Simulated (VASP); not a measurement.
# TaH (Pnma) in VASP: relaxation of cell and atoms with PBE

Aim: the relaxation of cell and atoms of TaH with PBE.

All numbers are computed with VASP 6.6.1; they aren't measurements. Logs are shortened: lines on timing, memory, paths and dates and some standing lists are left out, and cuts for length are marked.

### 1 The cell of the first run

Symmetry: Pnma, No. 62, orthorhombic system. Conventional cell: a = 6.232 Å, b = 3.670 Å, c = 4.765 Å, α = 90.00°, β = 90.00°, γ = 90.00°. Within 3.4 Å of Ta (site symmetry m) lie 7 H at 2.51 to 2.59 Å and 8 Ta at 3.13 to 3.31 Å. Within 2.9 Å of H (site symmetry m) lie 2 H at 2.22 Å and 7 Ta at 2.51 to 2.59 Å.

The cell was built from a structure type or drawn by symmetry, and may not be a known phase.

### 2 Relaxation of cell and atoms, PBE

File INCAR:

```
ALGO = Normal
EDIFF = 1E-7
EDIFFG = -0.08
ENCUT = 600
GGA = PE
IBRION = 2
ISIF = 3
ISMEAR = 0
LASPH = T
LCHARG = F
LREAL = F
LWAVE = F
NELM = 80
NSW = 36
PREC = Accurate
SIGMA = 0.2
```

File KPOINTS:

```
k-points
0
Gamma
  3 4 4
```

File POSCAR:

```
TaH
1.0
    6.2318018000      0.0000000000      0.0000000000
    0.0000000000      3.6698090100      0.0000000000
    0.0000000000      0.0000000000      4.7646054500
Ta H
4 4
Direct
    0.6806028500      0.2500000000      0.3671569200
    0.3193971500      0.7500000000      0.6328430800
    0.8193971500      0.7500000000      0.8671569200
    0.1806028500      0.2500000000      0.1328430800
    0.5355886800      0.2500000000      0.8765257600
    0.4644113200      0.7500000000      0.1234742400
    0.9644113200      0.7500000000      0.3765257600
    0.0355886800      0.2500000000      0.6234742400
```

Potentials or basis: VASP PAW PBE potentials, release 64 (Ta_pv, H).

Command:

```sh
cat potpaw_PBE.64/Ta_pv/POTCAR potpaw_PBE.64/H/POTCAR > POTCAR
mpirun -np 1 vasp_std > vasp.out
```

OUTCAR:

```text
EDIFF = 1E-7
   EDIFFG = -0.08
   ENCUT = 600
   GGA = PE
   IBRION = 2
   ISIF = 3
   ISMEAR = 0
   LASPH = T
   LREAL = F
   NELM = 80
   NSW = 36
   PREC = Accurate

 ion  position               nearest neighbor table
   1  0.681  0.250  0.367-   3 3.13   3 3.13   3 3.13   3 3.13   2 3.17   2 3.17   4 3.31   4 3.31

   2  0.319  0.750  0.633-   4 3.13   4 3.13   4 3.13   4 3.13   1 3.17   1 3.17   3 3.31   3 3.31

   3  0.819  0.750  0.867-   1 3.13   1 3.13   1 3.13   1 3.13   4 3.17   4 3.17   2 3.31   2 3.31

   4  0.181  0.250  0.133-   2 3.13   2 3.13   2 3.13   2 3.13   3 3.17   3 3.17   1 3.31   1 3.31

   5  0.536  0.250  0.877-
   6  0.464  0.750  0.123-
   7  0.964  0.750  0.377-
   8  0.036  0.250  0.623-

  LATTYP: Found a simple orthorhombic cell.
 ALAT       =     3.6698090100
 B/A-ratio  =     1.2983251818
 C/A-ratio  =     1.6981270096

  Lattice vectors:

 A1 = (   0.0000000000,   3.6698090100,   0.0000000000)
 A2 = (   0.0000000000,   0.0000000000,   4.7646054500)
 A3 = (   6.2318018000,   0.0000000000,   0.0000000000)

Analysis of symmetry for initial positions (statically):
=====================================================================
 Subroutine PRICEL returns:
 Original cell was already a primitive cell.

 Routine SETGRP: Setting up the symmetry group for a
 simple orthorhombic supercell.

 Subroutine GETGRP returns: Found  8 space group operations
 (whereof  2 operations were pure point group operations)
 out of a pool of  8 trial point group operations.

The static configuration has the point symmetry S_2 .
 The point group associated with its full space group is D_2h.

Analysis of symmetry for dynamics (positions and initial velocities):
=====================================================================
 Subroutine PRICEL returns:
 Original cell was already a primitive cell.

 Routine SETGRP: Setting up the symmetry group for a
 simple orthorhombic supercell.

 Subroutine GETGRP returns: Found  8 space group operations
 (whereof  2 operations were pure point group operations)
 out of a pool of  8 trial point group operations.

The dynamic configuration has the point symmetry S_2 .
 The point group associated with its full space group is D_2h.

 Subroutine INISYM returns: Found  8 space group operations
 (whereof  2 operations are pure point group operations),
 and found     1 'primitive' translations

----------------------------------------------------------------------------------------

                                     Primitive cell

  volume of cell :     108.9643

  direct lattice vectors                    reciprocal lattice vectors
     6.231801800  0.000000000  0.000000000     0.160467234  0.000000000  0.000000000
     0.000000000  3.669809010  0.000000000     0.000000000  0.272493745  0.000000000
     0.000000000  0.000000000  4.764605450     0.000000000  0.000000000  0.209880967

  length of vectors
     6.231801800  3.669809010  4.764605450     0.160467234  0.272493745  0.209880967

  position of ions in fractional coordinates (direct lattice)
     0.680602850  0.250000000  0.367156920
     0.319397150  0.750000000  0.632843080
     0.819397150  0.750000000  0.867156920
     0.180602850  0.250000000  0.132843080
     0.535588680  0.250000000  0.876525760
     0.464411320  0.750000000  0.123474240
     0.964411320  0.750000000  0.376525760
     0.035588680  0.250000000  0.623474240

  ion indices of the primitive-cell ions
   primitive index   ion index
                 1           1
                 2           2
                 3           3
                 4           4
                 5           5
                 6           6
                 7           7
                 8           8

----------------------------------------------------------------------------------------

 KPOINTS: k-points

Automatic generation of k-mesh.
 Grid dimensions read from file:
 generate k-points for:    3    4    4

 Generating k-lattice:

  Cartesian coordinates                     Fractional coordinates (reciprocal lattice)
     0.053489078  0.000000000  0.000000000     0.333333333  0.000000000  0.000000000
     0.000000000  0.068123436  0.000000000     0.000000000  0.250000000  0.000000000
     0.000000000  0.000000000  0.052470242     0.000000000  0.000000000  0.250000000

  Length of vectors
     0.053489078  0.068123436  0.052470242

  Shift w.r.t. Gamma in fractional coordinates (k-lattice)
     0.000000000  0.000000000  0.000000000

 Subroutine IBZKPT returns following result:
 ===========================================

 Found     18 irreducible k-points:

 Following reciprocal coordinates:
            Coordinates               Weight
  0.000000  0.000000  0.000000      1.000000
  0.333333  0.000000  0.000000      2.000000
  0.000000  0.250000  0.000000      2.000000
  0.333333  0.250000  0.000000      4.000000
  0.000000  0.500000  0.000000      1.000000
  0.333333  0.500000  0.000000      2.000000
[... 10 lines left out ...]
  0.000000  0.500000  0.500000      1.000000
  0.333333  0.500000  0.500000      2.000000
   k-points           NKPTS =     18   k-points in BZ     NKDIM =     18   number of bands    NBANDS=     29
   number of dos      NEDOS =    301   number of ions     NIONS =      8
   total plane-waves  NPLWV =  60000
   dimension x,y,z NGX =    50 NGY =   30 NGZ =   40
   dimension x,y,z NGXF=   100 NGYF=   60 NGZF=   80
   ions per type =               4   4
   NGX,Y,Z   is equivalent  to a cutoff of  13.34, 13.59, 13.96 a.u.
   NGXF,Y,Z  is equivalent  to a cutoff of  26.68, 27.18, 27.91 a.u.
 SYSTEM =  unknown system
   PREC   = accura    normal or accurate (medium, high low for compatibility)
   ISTART =      0    job   : 0-new  1-cont  2-samecut
   ICHARG =      2    charge: 1-file 2-atom 10-const
   ISPIN  =      1    spin polarized calculation?
   LNONCOLLINEAR =      F non collinear calculations
   LSORBIT =      F    spin-orbit coupling
   LASPH  =      T    aspherical Exc in radial PAW
   ENCUT  =  600.0 eV  44.10 Ry    6.64 a.u.  12.45  7.33  9.52*2*pi/ulx,y,z
   NELM   =     80;   NELMIN=  2; NELMDL= -5     # of ELM steps
   EDIFF  = 0.1E-06   stopping-criterion for ELM
   LREAL  =      F    real-space projection
   EDIFFG = -.8E-01   stopping-criterion for IOM
   NSW    =     36    number of steps for IOM
   IBRION =      2    ionic relax: 0-MD 1-quasi-New 2-CG
   NFREE  =      1    steps in history (QN), initial steepest desc. (CG)
   ISIF   =      3    stress and relaxation
   ISYM   =      2    0-nonsym 1-usesym 2-fastsym
   POTIM  = 0.5000    time-step for ionic-motion
   TEBEG  =    0.0;   TEEND  =   0.0 temperature during run
   PSTRESS=    0.0 pullay stress
   NELECT =      48.0000    total number of electrons
   NUPDOWN=      -1.0000    fix difference up-down
   EMIN   =  10.00;   EMAX   =-10.00  energy-range for DOS
   EFERMI =   0.00;   METHOD = LEGACY
   ISMEAR =     0;   SIGMA  =   0.20  broadening in eV -4-tet -1-fermi 0-gaus
   EFERMI_NEDOS =   21; number of points for ismear=-14 and -15
   IALGO  =     38    algorithm
   IMIX   =      4    mixing-type and parameters
     AMIX     =   0.40;   BMIX     =  1.00
     AMIX_MAG =   1.60;   BMIX_MAG =  1.00
  volume/ion in A,a.u.               =      13.62        91.92
  Fermi-wavevector in a.u.,A,eV,Ry     =   1.245644  2.353926 21.111190  1.551629
  Thomas-Fermi vector in A             =   2.379857
   LORBIT       =      0    0 simple, 1 ext, 2 COOP (PROOUT), +10 PAW based schemes
   GGA     = PE    functional components
   LHFCALC =     F    Hartree Fock is set to
   AEXX    =    0.0000 exact exchange contribution
   IVDW    =     0    specifies the selected vdW correction
   LEPSILON=     F    determine dielectric tensor
   LRPA    =     F    only Hartree local field effects (RPA)
 conjugate gradient relaxation of ions
 non-spin polarized calculation
 Gauss-broadening in eV      SIGMA  =   0.20
  energy-cutoff  :      600.00
  volume of cell :      108.96
 maximum number of plane-waves:      3662
 NGX is ok and might be reduce to    50
   NGX = 25   NGY = 15   NGZ = 19

--------------------------------------- Ionic step        1  -------------------------------------------

 number of electron      48.0000001 magnetization

 Free energy of the ion-electron system (eV)
  ---------------------------------------------------
  ext. energy  EPLUGINS =         0.00000000
  ---------------------------------------------------
  free energy    TOTEN  =       -54.49653506 eV

  energy without entropy =      -54.36188090  energy(sigma->0) =      -54.42920798

 E-fermi :   3.8744     XC(G=0): -11.1333

 val. band max:        3.8482175724   @ k =   0.3333   0.0000   0.0000
 cond. band min:       3.8820641292   @ k =   0.0000   0.0000   0.2500
 fundamental gap:      0.0338465569
 Fermi energy:         3.8744265231

 k-point     1 :       0.0000    0.0000    0.0000
  band No.  band energies     occupation
      1     -31.2196      2.00000
      2     -31.1488      2.00000
      3     -31.1315      2.00000
      4     -31.1037      2.00000
      5     -31.0973      2.00000
      6     -31.0400      2.00000
[... 684 lines left out ...]
  FREE ENERGIE OF THE ION-ELECTRON SYSTEM (eV)
  ---------------------------------------------------
  free  energy   TOTEN  =       -57.4128730750 eV

  energy  without entropy=      -57.3187287034  energy(sigma->0) =      -57.36580089

[... ionic steps 4 to 28 ...]

--------------------------------------- Ionic step       29  -------------------------------------------

 number of electron      47.9999993 magnetization

------------------------ aborting loop because EDIFF is reached ----------------------------------------

  FORCE on cell =-STRESS in cart. coord.  units (eV):
  Direction    XX          YY          ZZ          XY          YZ          ZX
  --------------------------------------------------------------------------------------
  -------------------------------------------------------------------------------------
  Total       -0.4612044     -0.9973868     -0.9807239      0.0000000      0.0000000      0.0000000
  in kB       -9.0332849    -19.5351127    -19.2087476      0.0000000      0.0000000      0.0000000
  external PRESSURE =     -15.9257151 kB  Pullay stress =       0.0000000 kB
[... 69 lines left out ...]
  energy  without entropy=      -61.2280519745  energy(sigma->0) =      -61.25586055

--------------------------------------- Ionic step       31  -------------------------------------------

 number of electron      47.9999996 magnetization

 Free energy of the ion-electron system (eV)
  ---------------------------------------------------
  ext. energy  EPLUGINS =         0.00000000
  ---------------------------------------------------
  free energy    TOTEN  =       -61.28761930 eV

  energy without entropy =      -61.23241239  energy(sigma->0) =      -61.26001584

 E-fermi :   5.8431     XC(G=0): -12.5360

 val. band max:        5.7624253652   @ k =   0.3333   0.5000   0.0000
 cond. band min:       5.9020685510   @ k =   0.0000   0.2500   0.0000
 fundamental gap:      0.1396431858
 Fermi energy:         5.8430502030

 k-point     1 :       0.0000    0.0000    0.0000
  band No.  band energies     occupation
      1     -28.8735      2.00000
      2     -28.8406      2.00000
      3     -28.7711      2.00000
      4     -28.4790      2.00000
      5     -28.2863      2.00000
      6     -28.2503      2.00000
[... 600 lines left out ...]
  FREE ENERGIE OF THE ION-ELECTRON SYSTEM (eV)
  ---------------------------------------------------
  free  energy   TOTEN  =       -61.2876192990 eV

  energy  without entropy=      -61.2324123866  energy(sigma->0) =      -61.26001584

 reached required accuracy - stopping structural energy minimisation
```

Wall time 12 min (1 thread of Intel Xeon 6975P-C (Granite Rapids), shared host); peak memory 0.28 GiB.

Results:

* Free energy: -61.2876 eV
* Relaxed volume: 10.19 Å³/atom
* Relaxed cell: a = 5.351 Å, b = 2.971 Å, c = 5.125 Å, α = 90.00°, β = 90.00°, γ = 90.00°
* Space group after relaxing (to 0.1 Å): Pnma (No. 62)
* Energy gained by relaxing: 848.9 meV/atom
* Ionic steps: 31
* Pressure after relaxing: -0.8 GPa
* Largest force after relaxing: 0.073 eV/Å
* Band gap on the k mesh: zero (bands 24 and 25 overlap by 0.80 eV)

Forces in eV/Å, atoms in the order of the input:
```
Ta   0.000  0.000  0.026
Ta   0.000  0.000 -0.026
Ta   0.000  0.000  0.026
Ta   0.000  0.000 -0.026
H   -0.057  0.000 -0.046
H    0.057  0.000  0.046
H    0.057  0.000 -0.046
H   -0.057  0.000  0.046
```

Step by step:
| step | energy change (eV) | largest force (eV/Å) | pressure (GPa) | volume (Å³) |
| --- | --- | --- | --- | --- |
| 1 | 0.0000 | 0.7554 | -28.76 | 108.96 |
| 2 | -2.2920 | 1.0126 | 26.35 | 74.77 |
| 3 | -2.9163 | 1.0060 | 0.92 | 83.51 |
| 4 | -3.1719 | 0.6518 | 1.68 | 83.16 |
| 5 | -3.3354 | 0.5159 | 3.21 | 82.75 |
| 6 | -3.3425 | 0.9629 | 7.67 | 81.84 |
| 7 | -3.3780 | 0.6339 | 5.44 | 82.25 |
| 8 | -3.5507 | 0.9227 | 2.89 | 83.31 |
| 9 | -4.0097 | 1.2928 | -3.83 | 86.45 |
| 10 | -4.1059 | 1.4431 | -11.32 | 92.54 |
| 11 | -4.2148 | 1.3649 | -8.53 | 89.64 |
| 12 | -4.4195 | 1.4224 | -7.92 | 89.34 |
| 13 | -4.6546 | 1.6546 | -6.28 | 88.67 |
| 14 | -4.5325 | 2.3597 | 0.02 | 86.95 |
| 15 | -4.7254 | 1.8391 | -5.04 | 88.22 |
| 16 | -5.0282 | 1.8342 | -3.56 | 86.79 |
| 17 | -5.7742 | 1.4923 | 2.25 | 82.56 |
| 18 | -5.9166 | 0.5333 | 23.48 | 74.40 |
| 19 | -6.1219 | 0.8994 | 11.79 | 78.09 |
| 20 | -6.4584 | 0.4702 | 3.62 | 80.24 |
| 21 | -6.5514 | 0.5157 | -2.45 | 82.26 |
| 22 | -6.6348 | 0.4757 | -1.39 | 81.82 |
| 23 | -6.7174 | 0.3172 | 1.86 | 80.71 |
| 24 | -6.7569 | 0.1328 | -0.01 | 81.39 |
| 25 | -6.7588 | 0.1226 | -0.46 | 81.56 |
| 26 | -6.7740 | 0.1061 | 0.03 | 81.28 |
| 27 | -6.7763 | 0.1009 | 0.32 | 81.13 |
| 28 | -6.7801 | 0.0964 | -0.17 | 81.30 |
| 29 | -6.7854 | 0.0812 | -1.59 | 81.80 |
| 30 | -6.7871 | 0.0794 | -1.39 | 81.72 |
| 31 | -6.7911 | 0.0732 | -0.77 | 81.48 |

Final structure:
```
Ta H
1.0
     5.35145    0.00000    0.00000
     0.00000    2.97106    0.00000
     0.00000    0.00000    5.12477
Ta H
4 4
Direct
  0.74932 0.25000 0.41669
  0.25068 0.75000 0.58331
  0.75068 0.75000 0.91669
  0.24932 0.25000 0.08331
  0.50954 0.25000 0.75467
  0.49046 0.75000 0.24533
  0.99046 0.75000 0.25467
  0.00954 0.25000 0.74533
```

Caveat: the k points lie up to 0.53 Å⁻¹ apart in the final cell, too coarse for converged energies and pressures of a metal; the volume moved by over 15 % at a fixed basis, so the end points are rough; spin-orbit coupling is left out, which moves the levels of the heavy elements; the relaxation stopped at a loose force limit of 0.08 eV/Å, so its end isn't a converged minimum.
